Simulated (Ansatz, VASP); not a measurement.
Cu in VASP and in Ansatz

INCAR

```
SYSTEM = Cu
PREC = Accurate
ENCUT = 520
EDIFF = 1E-7
ISMEAR = -1
SIGMA = 0.05
LREAL = .False.
LASPH = .True.
NELM = 100
ALGO = Normal
ISIF = 2
LWAVE = .False.
LCHARG = .False.
GGA = PE
NBANDS = 12
```

Contents of KPOINTS:

```
Automatic mesh
0
Gamma
  17 17 16
  0 0 0
```

Contents of POSCAR:

```
Cu
1.0
    2.0155435670      0.0000000000      0.0000000000
   -1.0077717835      1.7455119314      0.0000000000
    0.0000000000      0.0000000000      1.9230767260
Cu
1
Direct
    0.0000000000      0.0000000000      0.0000000000
```

Input for Ansatz:

```yaml
crystal:
  lattice:
    - [2.015543567, 0.0, 0.0]
    - [-1.0077717835, 1.7455119314, 0.0]
    - [0.0, 0.0, 1.923076726]
  atoms:
    - { symbol: Cu, position: [0.0, 0.0, 0.0] }
kpoints:
  mp_grid: { grid: [17, 17, 16] }
scf:
  occupations: { method: fermi_dirac, width: 0.05 }
hamiltonian:
  xc: pbe
  pseudopotentials: { kind: all_electron, lapw: { basis_error: 0.001 } }
output:
  forces: true
  stress: true
  eigenvalues: true
  populations: true
```

Change from the starting cell: volume scaled by 0.52, LAPW.

Alike in both runs: task single point; functional PBE; k mesh 17 × 17 × 16; occupations fermi-dirac, width 0.05 eV; no spin polarisation.

```csv
,VASP,Ansatz
version,VASP 6.6.1,Ansatz 0.2.0
potentials or method,"VASP PAW PBE potentials, release 64 (Cu), cutoff 520 eV","all-electron LAPW, scalar-relativistic"
```

VASP gave:

| Property | Result |
| --- | --- |
| pressure (GPa) | 387.9 |
| traceless stress, the component that is largest in VASP (GPa) | 0.51 |

Q: Estimate Ansatz's values.

A: Pressure (GPa): 384.5; traceless stress, the component that is largest in VASP (GPa): 0.25.

Both programs put the cell under a high pressure, so it lies far from rest at this level. Ansatz ran all-electron here, and VASP with PAW potentials.

Noted on VASP's run: the cell as given lies far from equilibrium.
